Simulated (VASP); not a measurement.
Wanted: the native input for a VASP 6.6.1 run.

| Property | Result |
| --- | --- |
| Task | single point |
| Functional | PBE |
| Potentials or basis | VASP PAW PBE potentials, release 64 (Nb_sv, O) |
| Cutoff | 520 eV |
| k mesh | 17 × 17 × 17 |
| Occupations | fermi-dirac, width 0.0612256 eV |
| Spin | no spin polarisation |
| Dipole correction | no |
| Further INCAR settings | ALGO = Normal; EDIFF = 1e-06; NBANDS = 23 |

The structure of Nb2O (antifluorite type) lies in POSCAR:

```
Nb2O
1.0
    0.0000000000      2.7491791552      2.7491791552
    2.7491791552      0.0000000000      2.7491791552
    2.7491791552      2.7491791552      0.0000000000
Nb O
2 1
Direct
    0.2500000000      0.2500000000      0.2500000000
    0.7500000000      0.7500000000      0.7500000000
    0.0000000000      0.0000000000      0.0000000000
```

One way to write it, as run:

INCAR

```
  ALGO = Normal
  EDIFF = 1E-6
  ENCUT = 520
  GGA = PE
  ISIF = 2
  ISMEAR = -1
  LASPH = True
  LCHARG = False
  LREAL = False
  LWAVE = False
  NBANDS = 23
  NELM = 80
  PREC = Accurate
  SIGMA = 0.06122561905347299
```

KPOINTS

```
k-points
0
Gamma
  17 17 17
```

Potentials or basis: VASP PAW PBE potentials, release 64 (Nb_sv, O).

The run is started by

```console
$ cat potpaw_PBE.64/Nb_sv/POTCAR potpaw_PBE.64/O/POTCAR > POTCAR
$ mpirun -np 1 vasp_std > vasp.out
```

Results of the run:

| Property | Result |
| --- | --- |
| Pressure | 6.9 GPa |
| Band gap on the k mesh | zero (band 16 reaches 12.73 eV, above the bottom of band 17 at 11.76 eV) |

Run time: 94 s on 1 thread of Intel(R) Xeon(R) 6975P-C (Granite Rapids) (shared host), peak memory 0.26 GiB.
